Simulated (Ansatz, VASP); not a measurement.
**ScTa3F in VASP and in Ansatz**

```xyz
5
Lattice="4.0902 0.0000 0.0000 -2.0451 3.5422 0.0000 0.0000 0.0000 5.0496" Properties=species:S:1:pos:R:3 pbc="T T T"
Sc    0.0000    2.3615    2.5248
Ta    0.0000    0.0000    3.8137
Ta    0.0000    0.0000    1.2359
Ta    2.0451    1.1807    2.5248
F     2.0451    1.1807    0.0000
```

Change from the starting cell: species swapped into the GaNi3As type (P-6m2, No. 187).

Alike in both runs: task single point; functional PBE; k mesh 6 × 6 × 4; occupations gaussian, width 0.1 eV; no spin polarisation.

|  | VASP | Ansatz |
| --- | --- | --- |
| version | VASP 6.6.1 | Ansatz 0.2.0 |
| potentials or method | VASP PAW PBE potentials, release 64 (Sc_sv, Ta_pv, F), cutoff 520 eV | scalar-relativistic, plane waves, PAW |
| valence electrons in the cell | 51 | 57 |

|  | VASP | Ansatz | Ansatz less VASP |
| --- | --- | --- | --- |
| gap on the k mesh at the Fermi level (eV) | none | none | - |
| rms of the force components (eV/Å) | 0.233 | 0.240 | +0.0064 |

Atom by atom the forces differ by 0.006 eV/Å (rms over components). A gap of «none» marks a metal or a gap that the smearing closes. The functional is the same, so the differences come from potentials, cutoffs and numerics. VASP's potentials hold 51 valence electrons a cell and Ansatz's 57, so a difference there can come from the potentials and not from the codes.

Spin-orbit coupling is off throughout.
